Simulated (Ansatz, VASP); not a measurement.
SiC: VASP beside Ansatz

```
CELL_PARAMETERS angstrom
4.35679 0.00000 0.00000
0.00000 -4.35679 0.00000
0.00000 0.00000 -4.35679
ATOMIC_POSITIONS crystal
Si 0.25000 0.25000 0.25000
Si 0.75000 0.75000 0.25000
Si 0.75000 0.25000 0.75000
Si 0.25000 0.75000 0.75000
C 0.00000 0.00000 0.00000
C 0.50000 0.50000 0.00000
C 0.50000 0.00000 0.50000
C 0.00000 0.50000 0.50000
```

Alike in both runs: functional PBEsol; k mesh 8 × 8 × 8; occupations gaussian, width 0.01 eV; no spin polarisation.

Ansatz relaxed the structure, and its values are those at the end. VASP's run is a single point on that final structure, the one shown.

|  | VASP | Ansatz |
| --- | --- | --- |
| version | VASP 6.6.1 | Ansatz 0.2.0 |
| potentials or method | VASP PAW PBE potentials, release 64 (Si, C), cutoff 600 eV | scalar-relativistic, plane waves, PAW |
| valence electrons in the cell | 32 | 32 |

|  | VASP | Ansatz | Ansatz less VASP |
| --- | --- | --- | --- |
| gap on the k mesh at the Fermi level (eV) | 1.23 | 1.24 | +0.010 |
| least direct gap on the mesh (eV) | 1.23 | 1.24 | +0.010 |
| pressure (GPa) | 0.2 | 0.0 | -0.22 |

VASP's potentials were made for PBE, not for PBEsol.
